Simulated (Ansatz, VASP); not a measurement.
**Two plane-wave programs on SiB2**

```
CELL_PARAMETERS angstrom
4.07417 0.00000 0.00000
0.00000 4.07417 0.00000
0.00000 0.00000 5.05575
ATOMIC_POSITIONS crystal
Si 0.50000 0.50000 0.00000
Si 0.00000 0.00000 0.50000
B 0.13690 0.36310 0.25000
B 0.86310 0.63690 0.25000
B 0.36310 0.86310 0.75000
B 0.63690 0.13690 0.75000
```

Alike in both runs: functional PBE; k mesh 4 × 4 × 4; occupations gaussian, width 0.1 eV; no spin polarisation.

Ansatz relaxed the structure, and its values are those at the end. VASP's run is a single point on that final structure, the one shown.

```csv
,VASP,Ansatz
version,VASP 6.6.1,Ansatz 0.2.0
potentials or method,"VASP PAW PBE potentials, release 64 (Si, B), cutoff 500 eV","scalar-relativistic, plane waves, PAW"
valence electrons in the cell,20,20
```

```tsv
	VASP	Ansatz	Ansatz less VASP
gap on the k mesh at the Fermi level (eV)	none	none	-
pressure (GPa)	0.0	0.1	+0.03
rms of the force components (eV/Å)	0.018	0.008	-0.0101
```

A gap of «none» marks a metal or a gap that the smearing closes.

The k mesh is coarse, so the values compare programs but aren't converged.
